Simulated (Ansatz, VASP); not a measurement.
Rb4O: VASP beside Ansatz

```
Rb O
1.0
    -5.79076    5.79076    2.53764
     5.79076   -5.79076    2.53764
     5.79076    5.79076   -2.53764
Rb O
4 1
Direct
  0.50000 0.27654 0.77654
  0.50000 0.72346 0.22346
  0.27654 0.50000 0.77654
  0.72346 0.50000 0.22346
  0.50000 0.50000 0.00000
```

Alike in both runs: functional PBE; k mesh 6 × 6 × 6; occupations gaussian, width 0.1 eV; no spin polarisation.

Ansatz relaxed the structure, and its values are those at the end. VASP's run is a single point on that final structure, the one shown.

|  | VASP | Ansatz |
| --- | --- | --- |
| version | VASP 6.6.1 | Ansatz 0.2.0 |
| potentials or method | VASP PAW PBE potentials, release 64 (Rb_sv, O), cutoff 520 eV | scalar-relativistic, plane waves, PAW |
| valence electrons in the cell | 42 | 42 |

|  | VASP | Ansatz | Ansatz less VASP |
| --- | --- | --- | --- |
| gap on the k mesh at the Fermi level (eV) | none | none | - |
| pressure (GPa) | 0.1 | 0.0 | -0.03 |
| rms of the force components (eV/Å) | 0.015 | 0.001 | -0.0131 |

A gap of «none» marks a metal or a gap that the smearing closes.
